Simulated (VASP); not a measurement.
Set up this calculation in VASP 6.6.1, as the native input.

- Task: single point
- Functional: PBE
- Potentials or basis: VASP PAW PBE potentials, release 64 (Ga_d, Te, Pd)
- Cutoff: 520 eV
- k mesh: 6 × 6 × 10
- Occupations: gaussian, width 0.1 eV
- Spin: no spin polarisation
- Dipole correction: no
- Further INCAR settings: ALGO = Normal; EDIFF = 1e-07; NBANDS = 36

The structure of Ga2Te3Pd lies in POSCAR:

```
Ga2Te3Pd
1.0
    7.2043108842      0.0000000000      0.0000000000
   -3.6021554421      6.2391162425      0.0000000000
    0.0000000000      0.0000000000      3.9199182242
Ga Te Pd
2 3 1
Direct
    0.0000000000      0.0000000000      0.0000000000
    0.6666666667      0.3333333333      0.5000000000
    0.4916255573      0.5083744427      0.0000000000
    0.4916255573      0.9832511146      0.0000000000
    0.0167488854      0.5083744427      0.0000000000
    0.3333333333      0.6666666667      0.5000000000
```

The cell was built from a structure type or drawn by symmetry, and may not be a known phase.

These files were run (other wordings do the same):

INCAR

```
SYSTEM = Ga2Te3Pd
PREC = Accurate ; ENCUT = 520
EDIFF = 1E-7 ; ISMEAR = 0
SIGMA = 0.1 ; LREAL = .FALSE.
LASPH = .TRUE. ; NELM = 60
ALGO = Normal ; ISIF = 2
LWAVE = .FALSE. ; LCHARG = .FALSE.
GGA = PE ; NBANDS = 36
```

KPOINTS

```
Automatic mesh
0
G
  6 6 10
  0 0 0
```

Potentials or basis: VASP PAW PBE potentials, release 64 (Ga_d, Te, Pd).

Run with:

```bash
$ cat potpaw_PBE.64/Ga_d/POTCAR potpaw_PBE.64/Te/POTCAR potpaw_PBE.64/Pd/POTCAR > POTCAR
$ mpirun -np 1 vasp_std > vasp.out
```

It gave:

```
Pressure               : 0.0 GPa
Largest force          : 0.015 eV/Å
Band gap on the k mesh : zero (bands 27 and 28 overlap by 1.03 eV)
```

Caveat: spin-orbit coupling is left out, which moves the levels of the heavy elements.

Run time: 4.1 min on 1 thread of Intel(R) Xeon(R) Platinum 8259CL CPU @ 2.50GHz (Skylake/Cascade Lake), with other jobs on the host, peak memory 0.45 GiB.
